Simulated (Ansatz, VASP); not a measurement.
BaZnSbF: VASP beside Ansatz

```
Ba Zn Sb F
1.0
     4.42350    0.00000    0.00000
     0.00000    4.42350    0.00000
     0.00000    0.00000    9.66664
Ba Zn Sb F
2 2 2 2
Direct
  0.00000 0.50000 0.34808
  0.50000 0.00000 0.65192
  0.50000 0.50000 0.00000
  0.00000 0.00000 0.00000
  0.50000 0.00000 0.16852
  0.00000 0.50000 0.83148
  0.50000 0.50000 0.50000
  0.00000 0.00000 0.50000
```

Alike in both runs: functional PBE; dispersion D3(BJ); k mesh 8 × 8 × 4; occupations gaussian, width 0.1 eV; no spin polarisation.

Ansatz relaxed the structure, and its values are those at the end. VASP's run is a single point on that final structure, the one shown.

```csv
,VASP,Ansatz
version,VASP 6.6.1,Ansatz 0.2.0
potentials or method,"VASP PAW PBE potentials, release 64 (Ba_sv, Zn, Sb, F), cutoff 520 eV","scalar-relativistic, plane waves, PAW"
valence electrons in the cell,68,88
```

|  | VASP | Ansatz | Ansatz less VASP |
| --- | --- | --- | --- |
| gap on the k mesh at the Fermi level (eV) | none | none | - |
| pressure (GPa) | 0.7 | 0.0 | -0.68 |
| rms of the force components (eV/Å) | 0.033 | 0.000 | -0.0325 |

A gap of «none» marks a metal or a gap that the smearing closes. VASP's potentials hold 68 valence electrons a cell and Ansatz's 88, so a difference there can come from the potentials and not from the codes.

Neither program's run includes spin-orbit coupling.
